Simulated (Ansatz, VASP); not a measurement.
AlBiO4: VASP beside Ansatz

INCAR

```
SYSTEM = AlBiO4
  PREC = Accurate
  ENCUT = 600
  EDIFF = 1E-7
  ISMEAR = 0
  SIGMA = 0.1
  LREAL = .False.
  LASPH = .True.
  NELM = 100
  ALGO = Normal
  ISIF = 3
  LWAVE = .False.
  LCHARG = .False.
  GGA = PE
  IBRION = 2
  NSW = 90
  EDIFFG = -0.04
```

KPOINTS

```
Automatic mesh
0
Gamma
  4 4 4
  0 0 0
```

The input POSCAR:

```
AlBiO4
1.0
    0.0000000000      3.4240077900      3.4240077900
    3.4240077900      0.0000000000      3.4240077900
    3.4240077900      3.4240077900      0.0000000000
Al Bi O
1 1 4
Direct
    0.0000000000      0.0000000000      0.0000000000
    0.7500000000      0.7500000000      0.7500000000
    0.8729160100      0.3756946600      0.3756946600
    0.3756946600      0.3756946600      0.3756946600
    0.3756946600      0.8729160100      0.3756946600
    0.3756946600      0.3756946600      0.8729160100
```

Input for Ansatz:

```yaml
crystal:
  lattice:
    - [0.0, 3.42400779, 3.42400779]
    - [3.42400779, 0.0, 3.42400779]
    - [3.42400779, 3.42400779, 0.0]
  atoms:
    - { symbol: Al, position: [0.0, 0.0, 0.0] }
    - { symbol: Bi, position: [0.75, 0.75, 0.75] }
    - { symbol: O, position: [0.87291601, 0.37569466, 0.37569466] }
    - { symbol: O, position: [0.37569466, 0.37569466, 0.37569466] }
    - { symbol: O, position: [0.37569466, 0.87291601, 0.37569466] }
    - { symbol: O, position: [0.37569466, 0.37569466, 0.87291601] }
basis:
  ecutwfc: 420
kpoints:
  mp_grid: { grid: [4, 4, 4] }
hamiltonian:
  xc: pbe
scf:
  occupations: { method: gaussian, width: 0.1 }
  lower_state_search: "off"
output:
  forces: true
  stress: true
  eigenvalues: true
relax:
  adjacent_minimum: "off"
  f_tol: 0.04
  max_steps: 70
  cell: { stress_tol: 0.4 }
```

Change from the starting cell: species swapped into the YbCu4Ni type (F-43m, No. 216).

Alike in both runs: task relaxation of cell and atoms; functional PBE; k mesh 4 × 4 × 4; occupations gaussian, width 0.1 eV; no spin polarisation.

|  | VASP | Ansatz |
| --- | --- | --- |
| version | VASP 6.6.1 | Ansatz 0.2.0 |
| potentials or method | VASP PAW PBE potentials, release 64 (Al, Bi_d, O), cutoff 600 eV | scalar-relativistic, plane waves, PAW |
| valence electrons in the cell | 42 | 42 |

```csv
,VASP,Ansatz,Ansatz less VASP
"gap on the k mesh at the Fermi level, each at its own relaxed structure (eV)",none,none,-
relaxed volume (Å³/atom),12.02,12.03,+0.011
relaxed cell length with the largest relative difference (Å),4.672,4.674,+0.0015
```

A gap of «none» marks a metal or a gap that the smearing closes.

The k mesh is coarse, so the values compare programs but aren't converged. Spin-orbit coupling is off throughout.
